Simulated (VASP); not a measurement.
# Tl2CdGe4N (P1) in VASP: further runs

Runs on Tl2CdGe4N. Level: PBE. Tasks: single point.

Program: VASP 6.6.1. These are calculated values, not measurements. Logs are shortened: lines on timing, memory, paths and dates and some standing lists are left out, and cuts for length are marked.

### 1 The cell of the first run

The typed cell holds 8 atoms: a = 6.229 Å, b = 6.043 Å, c = 6.015 Å, α = 101.51°, β = 107.86°, γ = 118.85°.

### 2 Single point, PBE

Input file INCAR:

```
SYSTEM = Tl2CdGe4N
  ALGO = Normal
  EDIFF = 1E-6
  ENCUT = 520
  GGA = PE
  ISIF = 2
  ISMEAR = -1
  LASPH = .True.
  LCHARG = .False.
  LREAL = .False.
  LWAVE = .False.
  NBANDS = 60
  NELM = 100
  PREC = Accurate
  SIGMA = 0.1
```

Input file KPOINTS:

```
k-points
0
Gamma
  3 3 3
  0 0 0
```

Input file POSCAR:

```
Tl2CdGe4N
1.0
   -3.8510970000      3.6941510000      3.2136080000
    3.8256840000     -3.5641320000      3.0295160000
    3.8027400000      3.5157750000     -3.0596160000
Tl Cd N Ge
2 1 1 4
Direct
    0.5075987500     -0.0007499078      0.5061179397
    0.0015480340      0.4929211465      0.4963731640
    0.5023836157      0.4941422837      0.0105323548
    0.0027423060      0.0155858465     -0.0017115652
    0.9444833161      0.9626372348      0.3504044447
    0.0424652985      0.3982646989      0.0005867079
    0.6312480795      0.6322830815      0.6470464236
    0.4076661401      0.0433649275      0.9999104171
```

Potentials or basis: VASP PAW PBE potentials, release 64 (Tl_d, Cd, N, Ge_d).

On the command line:

```sh
$ cat potpaw_PBE.64/Tl_d/POTCAR potpaw_PBE.64/Cd/POTCAR potpaw_PBE.64/N/POTCAR potpaw_PBE.64/Ge_d/POTCAR > POTCAR
$ mpirun -np 1 vasp_std > vasp.out
```

OUTCAR:

```text
SYSTEM = Tl2CdGe4N
   EDIFF = 1E-6
   ENCUT = 520
   GGA = PE
   ISIF = 2
   ISMEAR = -1
   LASPH = .True.
   LREAL = .False.
   NELM = 100
   PREC = Accurate

 ion  position               nearest neighbor table
   1  0.508  0.999  0.506-   7 2.87   8 3.01   6 3.01   2 3.11   2 3.13   8 3.20   5 3.22   5 3.22
                             6 3.30   7 3.38   3 3.80   3 3.83
   2  0.002  0.493  0.496-   5 2.96   6 3.04   1 3.11   7 3.12   8 3.13   1 3.13   6 3.15   8 3.21
                             5 3.28   7 3.35   3 3.56   3 3.65
   3  0.502  0.494  0.011-   8 2.48   5 2.55   6 2.61   7 2.70   2 3.56   2 3.65   1 3.80   1 3.83

   4  0.003  0.016  0.998-   6 2.20   7 2.25   5 2.31
   5  0.944  0.963  0.350-   4 2.31   3 2.55   2 2.96   1 3.22   1 3.22   2 3.28
   6  0.042  0.398  0.001-   4 2.20   3 2.61   1 3.01   2 3.04   2 3.15   1 3.30
   7  0.631  0.632  0.647-   4 2.25   3 2.70   1 2.87   2 3.12   2 3.35   1 3.38
   8  0.408  0.043  1.000-   3 2.48   1 3.01   2 3.13   1 3.20   2 3.21

  LATTYP: Found a triclinic cell.
 ALAT       =     9.8977966323
 B/A-ratio  =     1.1025122265
 C/A-ratio  =     1.2496088861
 COS(alpha) =     0.0047148754
 COS(beta)  =     0.5462687092
 COS(gamma) =     0.8302679060

  Lattice vectors:

 A1 = (  -7.6538370000,   0.1783760000,   6.2732240000)
 A2 = (  -3.8765100000,   3.8241700000,   9.4567320000)
 A3 = ( -11.4057510000,  -3.5974370000,  -3.1534080000)

Analysis of symmetry for initial positions (statically):
=====================================================================
 Subroutine PRICEL returns:
 Original cell was already a primitive cell.

 Routine SETGRP: Setting up the symmetry group for a
 triclinic supercell.

 Subroutine GETGRP returns: Found  1 space group operations
 (whereof  1 operations were pure point group operations)
 out of a pool of  2 trial point group operations.

The static configuration has the point symmetry C_1 .

Analysis of symmetry for dynamics (positions and initial velocities):
=====================================================================
 Subroutine PRICEL returns:
 Original cell was already a primitive cell.

 Routine SETGRP: Setting up the symmetry group for a
 triclinic supercell.

 Subroutine GETGRP returns: Found  1 space group operations
 (whereof  1 operations were pure point group operations)
 out of a pool of  2 trial point group operations.

The dynamic configuration has the point symmetry C_1 .

 Subroutine INISYM returns: Found  1 space group operations
 (whereof  1 operations are pure point group operations),
 and found     1 'primitive' translations

----------------------------------------------------------------------------------------

                                     Primitive cell

  volume of cell :     171.6008

  direct lattice vectors                    reciprocal lattice vectors
    -3.851097000  3.694151000  3.213608000     0.001478890  0.135346575  0.157363518
     3.825684000 -3.564132000  3.029516000     0.131706852 -0.002550324  0.160765453
     3.802740000  3.515775000 -3.059616000     0.131964465  0.139633402 -0.002370829

  length of vectors
     6.229364020  6.042918349  6.015210339     0.207567241  0.207843042  0.192139865

  position of ions in fractional coordinates (direct lattice)
     0.507598750  0.999250092  0.506117940
     0.001548034  0.492921147  0.496373164
     0.502383616  0.494142284  0.010532355
     0.002742306  0.015585847  0.998288435
     0.944483316  0.962637235  0.350404445
     0.042465298  0.398264699  0.000586708
     0.631248079  0.632283081  0.647046424
     0.407666140  0.043364928  0.999910417

  ion indices of the primitive-cell ions
   primitive index   ion index
                 1           1
                 2           2
                 3           3
                 4           4
                 5           5
                 6           6
                 7           7
                 8           8

----------------------------------------------------------------------------------------

 KPOINTS: k-points

Automatic generation of k-mesh.
 Grid dimensions read from file:
 generate k-points for:    3    3    3

 Generating k-lattice:

  Cartesian coordinates                     Fractional coordinates (reciprocal lattice)
     0.000492963  0.045115525  0.052454506     0.333333333  0.000000000 -0.000000000
     0.043902284 -0.000850108  0.053588484    -0.000000000  0.333333333  0.000000000
     0.043988155  0.046544467 -0.000790276     0.000000000 -0.000000000  0.333333333

  Length of vectors
     0.069189080  0.069281014  0.064046622

  Shift w.r.t. Gamma in fractional coordinates (k-lattice)
     0.000000000  0.000000000  0.000000000

 Subroutine IBZKPT returns following result:
 ===========================================

 Found     14 irreducible k-points:

 Following reciprocal coordinates:
            Coordinates               Weight
  0.000000  0.000000  0.000000      1.000000
  0.333333 -0.000000 -0.000000      2.000000
 -0.000000  0.333333 -0.000000      2.000000
  0.333333  0.333333 -0.000000      2.000000
 -0.333333  0.333333 -0.000000      2.000000
  0.000000 -0.000000  0.333333      2.000000
  0.333333 -0.000000  0.333333      2.000000
 -0.333333 -0.000000  0.333333      2.000000
  0.000000  0.333333  0.333333      2.000000
  0.333333  0.333333  0.333333      2.000000
 -0.333333  0.333333  0.333333      2.000000
  0.000000 -0.333333  0.333333      2.000000
  0.333333 -0.333333  0.333333      2.000000
 -0.333333 -0.333333  0.333333      2.000000
   k-points           NKPTS =     14   k-points in BZ     NKDIM =     14   number of bands    NBANDS=     60
   number of dos      NEDOS =    301   number of ions     NIONS =      8
   total plane-waves  NPLWV = 110592
   dimension x,y,z NGX =    48 NGY =   48 NGZ =   48
   dimension x,y,z NGXF=    96 NGYF=   96 NGZF=   96
   ions per type =               2   1   1   4
   NGX,Y,Z   is equivalent  to a cutoff of  12.81, 13.21, 13.27 a.u.
   NGXF,Y,Z  is equivalent  to a cutoff of  25.62, 26.41, 26.53 a.u.
 SYSTEM =  Tl2CdGe4N
   PREC   = accura    normal or accurate (medium, high low for compatibility)
   ISTART =      0    job   : 0-new  1-cont  2-samecut
   ICHARG =      2    charge: 1-file 2-atom 10-const
   ISPIN  =      1    spin polarized calculation?
   LNONCOLLINEAR =      F non collinear calculations
   LSORBIT =      F    spin-orbit coupling
   LASPH  =      T    aspherical Exc in radial PAW
   ENCUT  =  520.0 eV  38.22 Ry    6.18 a.u.  11.58 11.24 11.18*2*pi/ulx,y,z
   NELM   =    100;   NELMIN=  2; NELMDL= -5     # of ELM steps
   EDIFF  = 0.1E-05   stopping-criterion for ELM
   LREAL  =      F    real-space projection
[... 7 lines left out ...]
   TEBEG  =    0.0;   TEEND  =   0.0 temperature during run
   PSTRESS=    0.0 pullay stress
   NELECT =      99.0000    total number of electrons
   NUPDOWN=      -1.0000    fix difference up-down
   EMIN   =  10.00;   EMAX   =-10.00  energy-range for DOS
   EFERMI =   0.00;   METHOD = LEGACY
   ISMEAR =    -1;   SIGMA  =   0.10  broadening in eV -4-tet -1-fermi 0-gaus
   EFERMI_NEDOS =   21; number of points for ismear=-14 and -15
   IALGO  =     38    algorithm
   IMIX   =      4    mixing-type and parameters
     AMIX     =   0.40;   BMIX     =  1.00
     AMIX_MAG =   1.60;   BMIX_MAG =  1.00
  volume/ion in A,a.u.               =      21.45       144.75
  Fermi-wavevector in a.u.,A,eV,Ry     =   1.362846  2.575405 25.270768  1.857349
  Thomas-Fermi vector in A             =   2.489300
   LORBIT       =      0    0 simple, 1 ext, 2 COOP (PROOUT), +10 PAW based schemes
   GGA     = PE    functional components
   LHFCALC =     F    Hartree Fock is set to
   AEXX    =    0.0000 exact exchange contribution
   IVDW    =     0    specifies the selected vdW correction
   LEPSILON=     F    determine dielectric tensor
   LRPA    =     F    only Hartree local field effects (RPA)
 non-spin polarized calculation
  energy-cutoff  :      520.00
  volume of cell :      171.60
 maximum number of plane-waves:      4637
 NGX is ok and might be reduce to    48
   NGX = 23   NGY = 23   NGZ = 23

 number of electron      99.0000006 magnetization

 Free energy of the ion-electron system (eV)
  ---------------------------------------------------
  ext. energy  EPLUGINS =         0.00000000
  ---------------------------------------------------
  free energy    TOTEN  =       -26.81857601 eV

  energy without entropy =      -26.69897797  energy(sigma->0) =      -26.75877699

 E-fermi :   5.2421     XC(G=0): -10.5527

 val. band max:        5.1907726152   @ k =   0.0000   0.3333   0.3333
 cond. band min:       5.3463990525   @ k =   0.3333  -0.3333   0.3333
 fundamental gap:      0.1556264372
 Fermi energy:         5.2421237510

 k-point     1 :       0.0000    0.0000    0.0000
  band No.  band energies     occupation
      1     -19.3766      2.00000
      2     -19.3728      2.00000
      3     -19.3707      2.00000
      4     -19.3665      2.00000
      5     -19.3654      2.00000
      6     -19.3604      2.00000
[... 52 lines left out ...]
     59      11.1412      0.00000
     60      11.5004      0.00000

 k-point     2 :       0.3333   -0.0000   -0.0000
  band No.  band energies     occupation
      1     -19.3763      2.00000
      2     -19.3727      2.00000
      3     -19.3702      2.00000
      4     -19.3675      2.00000
      5     -19.3654      2.00000
      6     -19.3609      2.00000
[... 52 lines left out ...]
     59      10.3844      0.00000
     60      10.8076      0.00000

 k-point     3 :      -0.0000    0.3333   -0.0000
  band No.  band energies     occupation
      1     -19.3759      2.00000
      2     -19.3732      2.00000
      3     -19.3702      2.00000
      4     -19.3665      2.00000
      5     -19.3663      2.00000
      6     -19.3609      2.00000
[... 682 lines left out ...]
     59       9.9665      0.00000
     60      10.2411      0.00000

 k-point    14 :      -0.3333   -0.3333    0.3333
  band No.  band energies     occupation
      1     -19.3750      2.00000
      2     -19.3731      2.00000
      3     -19.3695      2.00000
      4     -19.3682      2.00000
      5     -19.3662      2.00000
      6     -19.3612      2.00000
[... 52 lines left out ...]
     59       9.5110      0.00000
     60       9.7154      0.00000

------------------------ aborting loop because EDIFF is reached ----------------------------------------

  FORCE on cell =-STRESS in cart. coord.  units (eV):
  Direction    XX          YY          ZZ          XY          YZ          ZX
  --------------------------------------------------------------------------------------
  -------------------------------------------------------------------------------------
  Total       -0.1214309      1.1244512      4.8877609     -0.8591231     -0.3460598      1.3029344
  in kB       -1.1337579     10.4986097     45.6353236     -8.0213340     -3.2310397     12.1650455
  external PRESSURE =      18.3333918 kB  Pullay stress =       0.0000000 kB

 VOLUME and BASIS-vectors are now :
 -----------------------------------------------------------------------------
  energy-cutoff  :      520.00
  volume of cell :      171.60
      direct lattice vectors                 reciprocal lattice vectors
    -3.851097000  3.694151000  3.213608000     0.001478890  0.135346575  0.157363518
     3.825684000 -3.564132000  3.029516000     0.131706852 -0.002550324  0.160765453
     3.802740000  3.515775000 -3.059616000     0.131964465  0.139633402 -0.002370829

 POSITION                                       TOTAL-FORCE (eV/Angst)
 -----------------------------------------------------------------------------------
      3.79264      0.09308      3.10994         0.199083     -0.532879     -0.051829
      3.76738     -0.00598     -0.02042         0.219159      0.001725      0.152906
     -0.00424      0.13172      3.07925         0.074346     -0.662263      0.487130
      3.84530      3.46434     -2.99835         0.103656     -0.119628     -0.123609
      1.37795      1.29004      4.87942        -0.435254     -0.062885      1.747435
      1.36233     -1.26053      1.34122        -0.354750      0.432929     -1.444864
      2.44847      2.35326      1.96438         0.460803      0.844475      1.144495
      2.39834      4.86688     -1.61789        -0.267043      0.098525     -1.911665
 -----------------------------------------------------------------------------------
    total drift:                                0.000161     -0.000357      0.000512

  FREE ENERGIE OF THE ION-ELECTRON SYSTEM (eV)
  ---------------------------------------------------
  free  energy   TOTEN  =       -26.8185760060 eV

  energy  without entropy=      -26.6989779687  energy(sigma->0) =      -26.75877699
```

It took 2.8 min on 1 thread of AMD EPYC 7R13 (Zen 3), shared host; peak memory 0.37 GiB.

What came out:

* Free energy: -26.8186 eV
* Pressure: 1.8 GPa
* Largest force: 1.933 eV/Å
* Band gap on the k mesh: zero (an odd number of electrons rules out a gap without spin polarisation)

Forces on the atoms (eV/Å):
```
Tl   0.199 -0.533 -0.052
Tl   0.219  0.002  0.153
Cd   0.074 -0.662  0.487
N    0.104 -0.120 -0.124
Ge  -0.435 -0.063  1.747
Ge  -0.355  0.433 -1.445
Ge   0.461  0.844  1.144
Ge  -0.267  0.099 -1.912
```

Levels at points of the mesh, in eV from the Fermi level:
```tsv
k point	band 48	band 49	band 50	band 51	band 52	band 53
(0.00, 0.00, 0.00)	-2.79	-1.21	-0.77	-0.09	0.97	1.93
```

Caveat: the k points lie up to 0.44 Å⁻¹ apart, too coarse for converged energies and pressures of a metal; spin-orbit coupling is left out, which moves the levels of the heavy elements; forces of over 1 eV/Å act on the atoms, so gaps and moduli don't describe the material at rest.

### 3 Single point, PBE

Input file INCAR:

```
PREC = Accurate ; ENCUT = 520
EDIFF = 1E-6 ; ISMEAR = -1
SIGMA = 0.1 ; LREAL = False
LASPH = True ; NELM = 100
ALGO = Normal ; ISIF = 2
LWAVE = False ; LCHARG = True
GGA = PE ; LELF = True
LVHAR = True ; NBANDS = 60
```

Input file KPOINTS:

```
Automatic mesh
0
Gamma
  3 3 3
```

Input file POSCAR:

```
Tl2CdGe4N
1.0
   -3.8510970000      3.6941510000      3.2136080000
    3.8256840000     -3.5641320000      3.0295160000
    3.8027400000      3.5157750000     -3.0596160000
Tl Cd N Ge
2 1 1 4
Direct
    0.5094514499     -0.0014404734      0.5066414602
   -0.0001747293      0.4920108482      0.4969908725
    0.4981299521      0.4923519874      0.0059290521
   -0.0042554083      0.0247990533     -0.0105153998
    0.9485537730      0.9674082869      0.3470918825
    0.0300681804      0.3861974913     -0.0020264556
    0.6449039244      0.6451694404      0.6513672151
    0.4035650904      0.0356826888      0.9997811097
```

Potentials or basis: VASP PAW PBE potentials, release 64 (Tl_d, Cd, N, Ge_d).

On the command line:

```sh
$ cat potpaw_PBE.64/Tl_d/POTCAR potpaw_PBE.64/Cd/POTCAR potpaw_PBE.64/N/POTCAR potpaw_PBE.64/Ge_d/POTCAR > POTCAR
$ mpirun -np 1 vasp_std > vasp.out
```

It took 2.8 min on 1 thread of AMD EPYC 7R13 (Zen 3), shared host; peak memory 0.37 GiB.

It converged, with:

- Free energy: -27.1400 eV
- Pressure: 1.9 GPa
- Largest force: 1.617 eV/Å
- Band gap on the k mesh: zero (an odd number of electrons rules out a gap without spin polarisation)

Forces in eV/Å, atoms in the order of the input:
```
Tl   0.181 -0.706 -0.133
Tl   0.232 -0.014  0.228
Cd   0.027 -0.561  0.411
N   -0.029  0.166 -0.232
Ge  -0.511 -0.123  1.529
Ge  -0.304  0.424 -1.248
Ge   0.543  0.794  1.005
Ge  -0.140  0.022 -1.561
```

Stress tensor (GPa, compression positive):
```
-0.34 -0.84  0.82
-0.84  1.30 -0.28
 0.82 -0.28  4.70
```

Levels at points of the mesh, in eV from the Fermi level:
| k point | band 47 | band 48 | band 49 | band 50 | band 51 | band 52 | band 53 | band 54 |
| --- | --- | --- | --- | --- | --- | --- | --- | --- |
| (0.00, 0.00, 0.00) | -2.92 | -2.73 | -1.22 | -0.91 | -0.17 | 1.01 | 1.93 | 2.93 |

Caveat: the k points lie up to 0.44 Å⁻¹ apart, too coarse for converged energies and pressures of a metal; spin-orbit coupling is left out, which moves the levels of the heavy elements; forces of over 1 eV/Å act on the atoms, so gaps and moduli don't describe the material at rest.
